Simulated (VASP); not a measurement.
# NaPbF3 in VASP: single point with PBEsol

Aim: the single point of NaPbF3 with PBEsol.

Everything below comes from runs of VASP 6.6.1. Logs are shortened: lines on timing, memory, paths and dates and some standing lists are left out, and cuts for length are marked.

## (1) The cell of the first run

The typed cell holds 20 atoms: a = 5.841 Å, b = 7.097 Å, c = 8.688 Å, α = 74.21°, β = 90.00°, γ = 90.00°.

## (2) Single point, PBEsol

INCAR reads:

```
PREC = Accurate
ENCUT = 520
EDIFF = 1E-7
ISMEAR = -1
SIGMA = 0.05
LREAL = Auto
LASPH = True
NELM = 60
ALGO = Normal
ISIF = 2
LWAVE = False
LCHARG = True
GGA = PS
LELF = True
LVHAR = True
NBANDS = 100
```

KPOINTS reads:

```
Automatic mesh
0
Gamma
  4 4 2
```

POSCAR reads:

```
NaPbF3
1.0
    4.1306251092      4.1292294614     -0.0008571195
   -4.9767168335      4.9787295752      0.9044273874
   -0.9037429916      0.9056933205      8.5930198176
Na Pb F
4 4 12
Direct
    0.0102088863     -0.1424598407     -0.0673563921
   -0.0087420011     -0.1424304873      0.4327621531
    0.4912578899      0.6454767151      0.0644183250
    0.5102097828      0.6455070409      0.5645551217
    0.4907048681      0.0406738649      0.2014330343
    0.5108541129      0.0407398100      0.7013967320
   -0.0092900838      0.4623663990      0.2957561373
    0.0108604011      0.4623150898      0.7957945720
    0.6534805878     -0.0465055798     -0.0415089160
    0.1858245629      0.7733730269      0.1812709291
    0.3136941305      0.3652226542      0.1840079177
    0.3479889254     -0.0464715362      0.4584965756
    0.3157503491      0.7296808818      0.8158068556
    0.1877098167      0.1377921137      0.8130006068
   -0.1520076150      0.5495286554      0.0386907396
    0.8136939264      0.1378313243      0.3131662717
    0.6858266018      0.7296668150      0.3159248217
    0.1534847818      0.5495419474      0.5387015452
    0.6877097948      0.3652474565      0.6842079933
    0.8157484694      0.7733725920      0.6813766398
```

Potentials or basis: VASP PAW PBE potentials, release 64 (Na_pv, Pb_d, F).

Launch:

```bash
$ cat potpaw_PBE.64/Na_pv/POTCAR potpaw_PBE.64/Pb_d/POTCAR potpaw_PBE.64/F/POTCAR > POTCAR
$ mpirun -np 1 vasp_std > vasp.out
```

OUTCAR:

```text
PREC = Accurate
   ENCUT = 520
   EDIFF = 1E-7
   ISMEAR = -1
   LREAL = Auto
   LASPH = True
   NELM = 60
   ISIF = 2
   GGA = PS

 ion  position               nearest neighbor table
   1  0.010  0.858  0.933-   9 2.22  14 2.23  10 2.32  15 2.33   8 3.33
   2  0.991  0.858  0.433-  12 2.22  16 2.23  20 2.32  18 2.33   7 3.33
   3  0.491  0.645  0.064-  15 2.22  11 2.23  13 2.32   9 2.33   5 3.33
   4  0.510  0.646  0.565-  18 2.22  19 2.23  17 2.32  12 2.33   6 3.33
   5  0.491  0.041  0.201-  12 2.31  16 2.31  17 2.44  11 2.49   9 2.54  10 2.64   3 3.33
   6  0.511  0.041  0.701-   9 2.31  14 2.31  13 2.44  19 2.49  12 2.54  20 2.64   4 3.33
   7  0.991  0.462  0.296-  15 2.31  11 2.31  10 2.44  16 2.49  18 2.54  17 2.64   2 3.33
   8  0.011  0.462  0.796-  18 2.31  19 2.31  20 2.44  14 2.49  15 2.54  13 2.64   1 3.33
   9  0.653  0.953  0.958-   1 2.22   6 2.31   3 2.33   5 2.54
  10  0.186  0.773  0.181-   1 2.32   7 2.44   5 2.64
  11  0.314  0.365  0.184-   3 2.23   7 2.31   5 2.49
  12  0.348  0.954  0.458-   2 2.22   5 2.31   4 2.33   6 2.54
  13  0.316  0.730  0.816-   3 2.32   6 2.44   8 2.64
  14  0.188  0.138  0.813-   1 2.23   6 2.31   8 2.49
  15  0.848  0.550  0.039-   3 2.22   7 2.31   1 2.33   8 2.54
  16  0.814  0.138  0.313-   2 2.23   5 2.31   7 2.49
  17  0.686  0.730  0.316-   4 2.32   5 2.44   7 2.64
  18  0.153  0.550  0.539-   4 2.22   8 2.31   2 2.33   7 2.54
  19  0.688  0.365  0.684-   4 2.23   8 2.31   6 2.49
  20  0.816  0.773  0.681-   2 2.32   8 2.44   6 2.64

  LATTYP: Found a simple monoclinic cell.
 ALAT       =    12.6256779613
 B/A-ratio  =     0.4625968873
 C/A-ratio  =     1.4691914447
 COS(beta)  =    -0.9673755401

  Lattice vectors:

 A1 = (  -5.8804598251,   5.8844228957,   9.4974472050)
 A2 = (  -4.1306251092,  -4.1292294614,   0.0008571195)
 A3 = (  10.8571766586, -10.8631524709, -10.4018745924)

Analysis of symmetry for initial positions (statically):
=====================================================================
 Subroutine PRICEL returns:
 Original cell was already a primitive cell.

 Routine SETGRP: Setting up the symmetry group for a
 simple monoclinic supercell.

 Subroutine GETGRP returns: Found  1 space group operations
 (whereof  1 operations were pure point group operations)
 out of a pool of  4 trial point group operations.

The static configuration has the point symmetry C_1 .

Analysis of symmetry for dynamics (positions and initial velocities):
=====================================================================
 Subroutine PRICEL returns:
 Original cell was already a primitive cell.

 Routine SETGRP: Setting up the symmetry group for a
 simple monoclinic supercell.

 Subroutine GETGRP returns: Found  1 space group operations
 (whereof  1 operations were pure point group operations)
 out of a pool of  4 trial point group operations.

The dynamic configuration has the point symmetry C_1 .

 Subroutine INISYM returns: Found  1 space group operations
 (whereof  1 operations are pure point group operations),
 and found     1 'primitive' translations

----------------------------------------------------------------------------------------

                                     Primitive cell

  volume of cell :     346.5457

  direct lattice vectors                    reciprocal lattice vectors
     4.130625109  4.129229461 -0.000857119     0.121089910  0.121045092 -0.000022760
    -4.976716834  4.978729575  0.904427387    -0.102391478  0.102421610 -0.021563799
    -0.903742992  0.905693320  8.593019818     0.010788925 -0.010767944  0.118643142

  length of vectors
     5.840599325  7.097425415  8.687751226     0.171215306  0.146421304  0.119618329

  position of ions in fractional coordinates (direct lattice)
     0.010208886  0.857540159  0.932643608
     0.991257999  0.857569513  0.432762153
     0.491257890  0.645476715  0.064418325
     0.510209783  0.645507041  0.564555122
     0.490704868  0.040673865  0.201433034
     0.510854113  0.040739810  0.701396732
[... 12 lines left out ...]
     0.687709795  0.365247457  0.684207993
     0.815748469  0.773372592  0.681376640

  ion indices of the primitive-cell ions
   primitive index   ion index
                 1           1
                 2           2
                 3           3
                 4           4
                 5           5
                 6           6
[... 12 lines left out ...]
                19          19
                20          20

----------------------------------------------------------------------------------------

 KPOINTS: Automatic mesh

Automatic generation of k-mesh.
 Grid dimensions read from file:
 generate k-points for:    4    4    2

 Generating k-lattice:

  Cartesian coordinates                     Fractional coordinates (reciprocal lattice)
     0.030272477  0.030261273 -0.000005690     0.250000000 -0.000000000 -0.000000000
    -0.025597870  0.025605402 -0.005390950     0.000000000  0.250000000 -0.000000000
     0.005394462 -0.005383972  0.059321571     0.000000000  0.000000000  0.500000000

  Length of vectors
     0.042803826  0.036605326  0.059809165

  Shift w.r.t. Gamma in fractional coordinates (k-lattice)
     0.000000000  0.000000000  0.000000000

 Subroutine IBZKPT returns following result:
 ===========================================

 Found     20 irreducible k-points:

 Following reciprocal coordinates:
            Coordinates               Weight
  0.000000  0.000000  0.000000      1.000000
  0.250000 -0.000000  0.000000      2.000000
  0.500000 -0.000000  0.000000      1.000000
 -0.000000  0.250000  0.000000      2.000000
  0.250000  0.250000  0.000000      2.000000
  0.250000 -0.250000  0.000000      2.000000
[... 12 lines left out ...]
  0.250000  0.500000  0.500000      2.000000
  0.500000  0.500000  0.500000      1.000000
   k-points           NKPTS =     20   k-points in BZ     NKDIM =     20   number of bands    NBANDS=    100
   number of dos      NEDOS =    301   number of ions     NIONS =     20
   total plane-waves  NPLWV = 181440
   dimension x,y,z NGX =    48 NGY =   54 NGZ =   70
   dimension x,y,z NGXF=    96 NGYF=  108 NGZF=  140
   ions per type =               4   4  12
   NGX,Y,Z   is equivalent  to a cutoff of  13.66, 12.65, 13.39 a.u.
   NGXF,Y,Z  is equivalent  to a cutoff of  27.33, 25.30, 26.79 a.u.
 SYSTEM =  unknown system
   PREC   = accura    normal or accurate (medium, high low for compatibility)
   ISTART =      0    job   : 0-new  1-cont  2-samecut
   ICHARG =      2    charge: 1-file 2-atom 10-const
   ISPIN  =      1    spin polarized calculation?
   LNONCOLLINEAR =      F non collinear calculations
   LSORBIT =      F    spin-orbit coupling
   LASPH  =      T    aspherical Exc in radial PAW
   ENCUT  =  520.0 eV  38.22 Ry    6.18 a.u.  10.86 13.20 16.15*2*pi/ulx,y,z
   NELM   =     60;   NELMIN=  2; NELMDL= -5     # of ELM steps
   EDIFF  = 0.1E-06   stopping-criterion for ELM
   LREAL  =      T    real-space projection
   EDIFFG = 0.1E-05   stopping-criterion for IOM
   NSW    =      0    number of steps for IOM
   IBRION =     -1    ionic relax: 0-MD 1-quasi-New 2-CG
   NFREE  =      0    steps in history (QN), initial steepest desc. (CG)
   ISIF   =      2    stress and relaxation
   ISYM   =      2    0-nonsym 1-usesym 2-fastsym
   POTIM  = 0.5000    time-step for ionic-motion
   TEBEG  =    0.0;   TEEND  =   0.0 temperature during run
   PSTRESS=    0.0 pullay stress
   NELECT =     168.0000    total number of electrons
   NUPDOWN=      -1.0000    fix difference up-down
   EMIN   =  10.00;   EMAX   =-10.00  energy-range for DOS
   EFERMI =   0.00;   METHOD = LEGACY
   ISMEAR =    -1;   SIGMA  =   0.05  broadening in eV -4-tet -1-fermi 0-gaus
   EFERMI_NEDOS =   21; number of points for ismear=-14 and -15
   IALGO  =     38    algorithm
   IMIX   =      4    mixing-type and parameters
     AMIX     =   0.40;   BMIX     =  1.00
     AMIX_MAG =   1.60;   BMIX_MAG =  1.00
  volume/ion in A,a.u.               =      17.33       116.93
  Fermi-wavevector in a.u.,A,eV,Ry     =   1.286050  2.430282 22.503000  1.653924
  Thomas-Fermi vector in A             =   2.418147
   LORBIT       =      0    0 simple, 1 ext, 2 COOP (PROOUT), +10 PAW based schemes
   GGA     = PS    functional components
   LHFCALC =     F    Hartree Fock is set to
   AEXX    =    0.0000 exact exchange contribution
   IVDW    =     0    specifies the selected vdW correction
   LEPSILON=     F    determine dielectric tensor
   LRPA    =     F    only Hartree local field effects (RPA)
 non-spin polarized calculation
  energy-cutoff  :      520.00
  volume of cell :      346.55
 maximum number of plane-waves:      9368
 NGX is ok and might be reduce to    48
   NGX = 21   NGY = 27   NGZ = 33

 number of electron     168.0000010 magnetization

 Free energy of the ion-electron system (eV)
  ---------------------------------------------------
  ext. energy  EPLUGINS =         0.00000000
  ---------------------------------------------------
  free energy    TOTEN  =       -94.07661836 eV

  energy without entropy =      -94.07661836  energy(sigma->0) =      -94.07661836

 E-fermi :   1.7512     XC(G=0):  -8.8296

 val. band max:        0.6375179791   @ k =   0.0000   0.0000   0.0000
 cond. band min:       4.4263711446   @ k =   0.5000   0.5000   0.0000
 fundamental gap:      3.7888531654
 Fermi energy:         1.7512214240

 k-point     1 :       0.0000    0.0000    0.0000
  band No.  band energies     occupation
      1     -20.9726      2.00000
      2     -20.9492      2.00000
      3     -20.8977      2.00000
      4     -20.8762      2.00000
      5     -20.7162      2.00000
      6     -20.7096      2.00000
[... 88 lines left out ...]
     95       7.6073      0.00000
     96       7.6615      0.00000

 k-point     2 :       0.2500   -0.0000    0.0000
  band No.  band energies     occupation
      1     -20.9889      2.00000
      2     -20.9826      2.00000
      3     -20.8886      2.00000
      4     -20.8860      2.00000
      5     -20.7139      2.00000
      6     -20.6755      2.00000
[... 1771 lines left out ...]
     95       7.4533      0.00000
     96       7.4535      0.00000

 k-point    20 :       0.5000    0.5000    0.5000
  band No.  band energies     occupation
      1     -20.9962      2.00000
      2     -20.9961      2.00000
      3     -20.9118      2.00000
      4     -20.9118      2.00000
      5     -20.6860      2.00000
      6     -20.6860      2.00000
[... 88 lines left out ...]
     95       7.5785      0.00000
     96       7.5786      0.00000
 [bands above 96 left out]

------------------------ aborting loop because EDIFF is reached ----------------------------------------

  FORCE on cell =-STRESS in cart. coord.  units (eV):
  Direction    XX          YY          ZZ          XY          YZ          ZX
  --------------------------------------------------------------------------------------
  -------------------------------------------------------------------------------------
  Total       -0.2270117     -0.2314505     -0.2910690      0.0588945     -0.0030324      0.0036060
  in kB       -1.0495383     -1.0700600     -1.3456931      0.2722856     -0.0140195      0.0166714
  external PRESSURE =      -1.1550971 kB  Pullay stress =       0.0000000 kB

 VOLUME and BASIS-vectors are now :
 -----------------------------------------------------------------------------
  energy-cutoff  :      520.00
  volume of cell :      346.55
      direct lattice vectors                 reciprocal lattice vectors
     4.130625109  4.129229461 -0.000857119     0.121089910  0.121045092 -0.000022760
    -4.976716834  4.978729575  0.904427387    -0.102391478  0.102421610 -0.021563799
    -0.903742992  0.905693320  8.593019818     0.010788925 -0.010767944  0.118643142

 POSITION                                       TOTAL-FORCE (eV/Angst)
 -----------------------------------------------------------------------------------
     -5.06844      5.15630      8.78980         0.002659     -0.001614     -0.003559
     -0.56447      8.75469      4.49349         0.001651     -0.002565     -0.003693
     -1.24137      5.30051      1.13691        -0.003124      0.002320      0.002534
     -1.61523      5.83189      5.43461        -0.002194      0.003148      0.002365
      1.64245      2.41117      1.76728        -0.016687     -0.005479     -0.035907
      1.27351      2.94752      6.06352         0.004249      0.014921     -0.035918
[... 12 lines left out ...]
      0.40459      5.27786      6.20916         0.008011     -0.020983     -0.004157
     -1.09509      7.83594      6.55384        -0.007811      0.007084      0.004702
 -----------------------------------------------------------------------------------
    total drift:                                0.005563     -0.012806      0.013311

  FREE ENERGIE OF THE ION-ELECTRON SYSTEM (eV)
  ---------------------------------------------------
  free  energy   TOTEN  =       -94.0766183581 eV

  energy  without entropy=      -94.0766183581  energy(sigma->0) =      -94.07661836
```

Run time: 12 min. Hardware: 1 thread of Intel Xeon 6975P-C (Granite Rapids), shared host; peak memory 0.69 GiB.

What came out:

```
Free energy            : -94.0766 eV
Pressure               : -0.1 GPa
Largest force          : 0.043 eV/Å
Band gap on the k mesh : 3.79 eV (least direct gap 4.28 eV)
```

Forces on the atoms (eV/Å):
```
Na   0.003 -0.002 -0.004
Na   0.002 -0.003 -0.004
Na  -0.003  0.002  0.003
Na  -0.002  0.003  0.002
Pb  -0.017 -0.005 -0.036
Pb   0.004  0.015 -0.036
Pb  -0.007 -0.015  0.040
Pb   0.015  0.006  0.040
F   -0.008  0.005  0.019
F   -0.007  0.007  0.005
F    0.022 -0.008 -0.004
F   -0.004  0.010  0.019
F    0.003 -0.008 -0.007
F   -0.019  0.006  0.006
F    0.010 -0.006 -0.020
F   -0.006  0.017  0.005
F    0.007 -0.003 -0.009
F    0.006 -0.008 -0.020
F    0.008 -0.021 -0.004
F   -0.008  0.007  0.005
```

Levels at points of the mesh, in eV from the valence-band top:
| k point | band 80 | band 81 | band 82 | band 83 | band 84 | band 85 | band 86 | band 87 | band 88 | band 89 |
| --- | --- | --- | --- | --- | --- | --- | --- | --- | --- | --- |
| (0.00, 0.00, 0.00) | -2.05 | -1.97 | -1.15 | -0.43 | 0.00 | 4.44 | 4.48 | 4.49 | 4.72 | 5.21 |
| (0.50, 0.00, 0.00) | -2.18 | -1.28 | -1.28 | -0.67 | -0.67 | 4.27 | 4.27 | 4.82 | 4.82 | 5.56 |
| (0.00, 0.50, 0.00) | -2.04 | -1.34 | -1.07 | -0.70 | -0.51 | 4.40 | 4.68 | 4.88 | 5.18 | 5.28 |
| (0.50, 0.50, 0.00) | -2.16 | -0.98 | -0.98 | -0.49 | -0.49 | 3.79 | 3.79 | 4.80 | 4.80 | 5.02 |
| (0.00, 0.00, 0.50) | -2.06 | -1.56 | -1.56 | -0.24 | -0.24 | 4.53 | 4.53 | 4.94 | 4.94 | 5.26 |
| (0.50, 0.00, 0.50) | -2.21 | -1.01 | -1.01 | -1.00 | -1.00 | 4.51 | 4.51 | 4.73 | 4.73 | 5.65 |
| (0.00, 0.50, 0.50) | -2.04 | -0.94 | -0.94 | -0.94 | -0.94 | 4.58 | 4.58 | 5.24 | 5.25 | 5.50 |
| (0.50, 0.50, 0.50) | -2.20 | -0.78 | -0.78 | -0.77 | -0.77 | 4.13 | 4.13 | 4.40 | 4.40 | 5.43 |

Caveat: the PAW data sets were made with another functional, which shifts forces and pressure a little; spin-orbit coupling is left out, which moves the levels of the heavy elements.
